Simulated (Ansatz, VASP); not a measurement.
SnO2 in VASP and in Ansatz

INCAR

```
SYSTEM = SnO2
PREC = Accurate
ENCUT = 520
EDIFF = 1E-6
ISMEAR = 0
SIGMA = 0.05
LREAL = .FALSE.
LASPH = .TRUE.
NELM = 60
ALGO = Normal
ISIF = 2
LWAVE = .FALSE.
LCHARG = .TRUE.
GGA = PE
IVDW = 12
LELF = .TRUE.
LVHAR = .TRUE.
NBANDS = 35
```

KPOINTS

```
Automatic mesh
0
G
  12 12 4
  0 0 0
```

File POSCAR:

```
SnO2
1.0
    3.2115702651      0.0000000000      0.0000000000
   -1.6057851326      2.7813014356      0.0000000000
    0.0000000000      0.0000000000     11.8941694417
Sn O
2 4
Direct
    0.0000000000      0.0000000000      0.5000000000
    0.0000000000      0.0000000000      0.0000000000
    0.6666666667      0.3333333333      0.4018666787
    0.6666666667      0.3333333333      0.0981333213
    0.3333333333      0.6666666667      0.5981333213
    0.3333333333      0.6666666667      0.9018666787
```

Input for Ansatz:

```yaml
crystal:
  lattice:
    - [3.2115702651, 0.0, 0.0]
    - [-1.6057851326, 2.7813014356, 0.0]
    - [0.0, 0.0, 11.8941694417]
  atoms:
    - { symbol: Sn, position: [0.0, 0.0, 0.5] }
    - { symbol: Sn, position: [0.0, 0.0, 0.0] }
    - { symbol: O, position: [0.6666666667, 0.3333333333, 0.4018666787] }
    - { symbol: O, position: [0.6666666667, 0.3333333333, 0.0981333213] }
    - { symbol: O, position: [0.3333333333, 0.6666666667, 0.5981333213] }
    - { symbol: O, position: [0.3333333333, 0.6666666667, 0.9018666787] }
basis:
  ecutwfc: 420
kpoints:
  mp_grid: { grid: [12, 12, 4] }
hamiltonian:
  xc: pbe
  dispersion: d3bj
scf:
  occupations: { method: gaussian, width: 0.05 }
output:
  forces: true
  stress: true
  eigenvalues: true
```

Change from the starting cell: strain +0.1500 x Voigt [0, 0, 1, 0, 0, 0], atoms carried along.

Alike in both runs: task single point; functional PBE; dispersion D3(BJ); k mesh 12 × 12 × 4; occupations gaussian, width 0.05 eV; no spin polarisation.

```csv
,VASP,Ansatz
version,VASP 6.6.1,Ansatz 0.2.0
potentials or method,"VASP PAW PBE potentials, release 64 (Sn_d, O), cutoff 520 eV","scalar-relativistic, plane waves, PAW"
valence electrons in the cell,52,52
```

Ansatz gave:

- gap on the k mesh at the Fermi level (eV): 2.21
- least direct gap on the mesh (eV): 2.47
- pressure (GPa): -8.9
- traceless stress, the component that is largest in VASP (GPa): -4.83
- rms of the force components (eV/Å): 0.856

**Question.** Estimate VASP's values.

**Answer.** gap on the k mesh at the Fermi level (eV): 2.18; least direct gap on the mesh (eV): 2.44; pressure (GPa): -8.5; traceless stress, the component that is largest in VASP (GPa): -4.97; rms of the force components (eV/Å): 0.830.

Atom by atom the forces differ by 0.025 eV/Å (rms over components).
